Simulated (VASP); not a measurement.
Write the native input for VASP 6.6.1 that does the following.

```
Task                   : single point
Functional             : LDA
Potentials or basis    : VASP PAW LDA potentials, release 64 (Cr_pv, I, Au)
Cutoff                 : 520 eV
k mesh                 : 5 × 5 × 5
Occupations            : fermi-dirac, width 0.1 eV
Spin                   : non-collinear spin, zero start, spin-orbit coupling
Starting moments       : [[0.0, 0.0, 0.0], [0.0, 0.0, 0.0], [0.0, 0.0, 0.0], [0.0, 0.0, 0.0]] μB
Dipole correction      : no
Further INCAR settings : ALGO = Normal; EDIFF = 1e-07; NBANDS = 51
```

The structure of CrAuI2 lies in POSCAR:

```
CrAuI2
1.0
    3.6940983895     -0.0000002673     -0.0000000747
   -1.8470489633      3.1991831830     -0.0000008032
    0.0000000131     -2.1327865228      8.2851970021
Cr I Au
1 2 1
Direct
    0.5000000000      0.0000000000      0.5000000000
    0.1068295429      0.2136590858      0.3204886288
    0.8931704571      0.7863409142      0.6795113712
    0.0000000000      0.0000000000      0.0000000000
```

One way to write it, as run:

INCAR

```
SYSTEM = CrAuI2
PREC = Accurate ; ENCUT = 520
EDIFF = 1E-7 ; ISMEAR = -1
SIGMA = 0.1 ; LREAL = .FALSE.
LASPH = .TRUE. ; NELM = 150
ALGO = Normal ; ISIF = 2
LWAVE = .FALSE. ; LCHARG = .FALSE.
LNONCOLLINEAR = .TRUE. ; MAGMOM = 0 0 0 0 0 0 0 0 0 0 0 0
LORBIT = 11 ; LSORBIT = .TRUE.
GGA_COMPAT = .FALSE. ; LORBMOM = .TRUE.
LMAXMIX = 4 ; GGA = CA
NBANDS = 51
```

KPOINTS

```
Automatic mesh
0
G
  5 5 5
  0 0 0
```

Potentials or basis: VASP PAW LDA potentials, release 64 (Cr_pv, I, Au).

Command:

```bash
$ cat potpaw_LDA.64/Cr_pv/POTCAR potpaw_LDA.64/I/POTCAR potpaw_LDA.64/Au/POTCAR > POTCAR
$ mpirun -np 1 vasp_ncl > vasp.out
```

It gave:

```json
{
 "Pressure": "0.1 GPa",
 "Largest force": "0.009 eV/Å",
 "Net moment": "0.00 μB per cell",
 "Valence electrons inside the program's atomic spheres": "Cr 10.93; I 4.35; Au 9.60"
}
```

Caveat: the k points lie up to 0.40 Å⁻¹ apart.

It took 10 min on 1 thread of Intel Xeon 8259CL, with other jobs on the host, peak memory 0.41 GiB.
